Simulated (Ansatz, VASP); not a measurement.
One calculation of AlRu, two programs

```xyz
2
Lattice="2.9826 0.0000 0.0000 0.0000 2.9826 0.0000 0.0000 0.0000 2.9826" Properties=species:S:1:pos:R:3 pbc="T T T"
Al    0.0000    0.0000    0.0000
Ru    1.4913    1.4913    1.4913
```

Alike in both runs: functional r2SCAN; k mesh 14 × 14 × 14; occupations gaussian, width 0.1 eV; no spin polarisation.

Ansatz relaxed the structure, and its values are those at the end. VASP's run is a single point on that final structure, the one shown.

|  | VASP | Ansatz |
| --- | --- | --- |
| version | VASP 6.6.1 | Ansatz 0.2.0 |
| potentials or method | VASP PAW PBE potentials, release 64 (Al, Ru_pv), cutoff 520 eV | scalar-relativistic, plane waves, PAW |
| valence electrons in the cell | 17 | 19 |

|  | VASP | Ansatz | Ansatz less VASP |
| --- | --- | --- | --- |
| gap on the k mesh at the Fermi level (eV) | none | none | - |
| pressure (GPa) | 0.1 | 0.0 | -0.13 |

VASP's potentials were made for PBE, not for r2SCAN. A gap of «none» marks a metal or a gap that the smearing closes. The functional is the same, so the differences come from potentials, cutoffs and numerics. VASP's potentials hold 17 valence electrons a cell and Ansatz's 19, so a difference there can come from the potentials and not from the codes.
